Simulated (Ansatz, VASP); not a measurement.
Given: the input of a run of VASP 6.6.1 on SiNi3.

INCAR

```
SYSTEM = SiNi3
PREC = Accurate ; ENCUT = 520
EDIFF = 1E-7 ; ISMEAR = 0
SIGMA = 0.013000000000000001 ; LREAL = .False.
LASPH = .True. ; NELM = 150
ALGO = Normal ; ISIF = 2
LWAVE = .False. ; LCHARG = .False.
ISPIN = 2 ; MAGMOM = 1 1 1 0
LORBIT = 11 ; LMAXMIX = 4
GGA = PE ; NBANDS = 29
```

File KPOINTS:

```
regular mesh
0
Gamma
  8 8 8
  0 0 0
```

File POSCAR:

```
SiNi3
1.0
    3.5420000000      0.0000000000      0.0000000000
    0.0000000000      3.5420000000      0.0000000000
    0.0000000000      0.0000000000      3.5420000000
Ni Si
3 1
Direct
    0.5000000000      0.5000000000      0.0000000000
    0.5000000000      0.0000000000      0.5000000000
    0.0000000000      0.5000000000      0.5000000000
    0.0000000000      0.0000000000      0.0000000000
```

Potentials or basis: VASP PAW PBE potentials, release 64 (Ni, Si).

Run with:

```sh
$ cat potpaw_PBE.64/Ni/POTCAR potpaw_PBE.64/Si/POTCAR > POTCAR
$ mpirun -np 1 vasp_std > vasp.out
```

Task: Set up the same calculation for Ansatz 0.2.0. Potentials there: Ansatz PAW.

Result: As run (the cutoff follows the program's own potentials):

input.yaml

```yaml
crystal:
  lattice:
    - [3.542, 0.0, 0.0]
    - [0.0, 3.542, 0.0]
    - [0.0, 0.0, 3.542]
  atoms:
    - { symbol: Ni, position: [0.5, 0.5, 0.0], spin: 1.0 }
    - { symbol: Ni, position: [0.5, 0.0, 0.5], spin: 1.0 }
    - { symbol: Ni, position: [0.0, 0.5, 0.5], spin: 1.0 }
    - { symbol: Si, position: [0.0, 0.0, 0.0] }
hamiltonian:
  xc: pbe
  pseudopotentials: { kind: paw }
magnetization:
  spin_polarized: true
kpoints:
  mp_grid: { grid: [8, 8, 8] }
scf:
  occupations: { method: gaussian, width: 0.013 }
output:
  forces: true
  stress: true
  eigenvalues: true
```

Potentials or basis: Ansatz PAW.

Launch:

```console
$ ansatz run input.yaml --threads 1 --pin off --max-ram 3584MiB --backend cpu --events-out ev --progress --plain --runs-dir out
```

Both were run:

|  | VASP | Ansatz | Ansatz less VASP |
| --- | --- | --- | --- |
| gap on the k mesh at the Fermi level (eV) | none | none | - |
| pressure (GPa) | -6.0 | -6.0 | -0.07 |
| net moment per atom (μB) | 0.00 | 0.00 | 0.000 |

A gap of «none» marks a metal or a gap that the smearing closes. With one functional, cell and mesh, what is left measures potentials, basis and numerics. VASP's potentials hold 34 valence electrons a cell and Ansatz's 58, so a difference there can come from the potentials and not from the codes.
